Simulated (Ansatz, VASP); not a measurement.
# Two plane-wave programs on Fe

Contents of INCAR:

```
ALGO     = Normal         # electronic algorithm
EDIFF    = 1E-6           # SCF threshold, eV
EDIFFG   = -0.01          # ionic threshold
ENCUT    = 600            # plane-wave cutoff, eV
GGA      = RP             # functional
IBRION   = 2              # ionic algorithm
ISIF     = 3              # what is computed and relaxed
ISMEAR   = -1             # smearing method
LASPH    = True           # aspherical terms in the spheres
LCHARG   = False          # write CHGCAR
LREAL    = False          # projectors in reciprocal space
LWAVE    = False          # write WAVECAR
NELM     = 80             # most SCF steps
NSW      = 80             # ionic steps
PREC     = Accurate       # precision mode
SIGMA    = 0.1            # smearing width, eV
```

The input KPOINTS:

```
k-points
0
Gamma
  11 11 11
```

Contents of POSCAR:

```
Fe
1.0
    0.0000000000      2.5145090540      2.5145090540
    2.5145090540      0.0000000000      2.5145090540
    2.5145090540      2.5145090540      0.0000000000
Fe
2
Direct
    0.1250000000      0.1250000000      0.1250000000
    0.8750000000      0.8750000000      0.8750000000
```

Input for Ansatz:

```yaml
crystal:
  lattice:
    - [0.0, 2.514509054, 2.514509054]
    - [2.514509054, 0.0, 2.514509054]
    - [2.514509054, 2.514509054, 0.0]
  atoms:
    - { symbol: Fe, position: [0.125, 0.125, 0.125] }
    - { symbol: Fe, position: [0.875, 0.875, 0.875] }
hamiltonian:
  xc: rpbe
  pseudopotentials:
    kind: paw
    azcp:
      Fe: "pseudopotentials/Fe.paw.azcp"
basis:
  ecutwfc: 420
  fft_grid_basis: typed
kpoints:
  mp_grid: { grid: [11, 11, 11], shift: [0, 0, 0] }
magnetization:
  spin_polarized: false
scf:
  occupations: { method: fermi_dirac, width: 0.1 }
relax:
  max_steps: 60
  f_tol: 0.01
  cell: {}
output:
  write_density: true
  write_potential: true
  elf: true
  volumetric_format: npy
```

Alike in both runs: task relaxation of cell and atoms; functional RPBE; k mesh 11 × 11 × 11; occupations fermi-dirac, width 0.1 eV; no spin polarisation.

```csv
,VASP,Ansatz
version,VASP 6.6.1,Ansatz 0.2.0
potentials or method,"VASP PAW PBE potentials, release 64 (Fe), cutoff 600 eV","plane waves (420 eV) with PAW, scalar-relativistic"
valence electrons in the cell,16,32
```

```tsv
	VASP	Ansatz	Ansatz less VASP
relaxed volume (Å³/atom)	14.72	14.86	+0.133
relaxed cell length with the largest relative difference (Å)	3.466	3.477	+0.0104
```

VASP's potentials were made for PBE, not for RPBE. VASP's potentials hold 16 valence electrons a cell and Ansatz's 32, so a difference there can come from the potentials and not from the codes.
